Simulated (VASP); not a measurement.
InP, 2 atoms in the cell. Symmetry: F-43m, No. 216, cubic system. The conventional cell has a = 5.908 Å, b = 5.908 Å, c = 5.908 Å, α = 90.00°, β = 90.00°, γ = 90.00°. Within 3.4 Å of In (site symmetry -43m) lie 4 P at 2.56 Å. Within 3.4 Å of P (site symmetry -43m) lie 4 In at 2.56 Å. 

- Program: VASP 6.6.1
- Task: single point
- Functional: HSE06
- Potentials or basis: VASP PAW PBE potentials, release 64 (In_d, P)
- Cutoff: 400 eV
- k mesh: 4 × 4 × 4
- Occupations: gaussian, width 0.01 eV
- Spin: no spin polarisation
- Dipole correction: no
- Grid for exact exchange (PRECFOCK): Normal
- Further INCAR settings: ALGO = Normal; EDIFF = 1e-06; NBANDS = 16
- Screening parameter: 0.2079 1/Å

Potentials or basis: VASP PAW PBE potentials, release 64 (In_d, P).

Command:

```bash
$ cat potpaw_PBE.64/In_d/POTCAR potpaw_PBE.64/P/POTCAR > POTCAR
$ cp INCAR.step1 INCAR
$ mpirun -np 1 vasp_std > vasp.out
$ cp INCAR.step2 INCAR
$ mpirun -np 1 vasp_std > vasp.out
```

Hardware: 1 thread of Intel(R) Xeon(R) Platinum 8375C CPU @ 2.90GHz (Ice Lake), with other jobs on the host.

Question: How long does it take, and how much memory?

Answer: Wall time 5.3 min on 1 thread of Intel(R) Xeon(R) Platinum 8375C CPU @ 2.90GHz (Ice Lake), on a shared host, peak memory 0.26 GiB. Counts: k points 8.
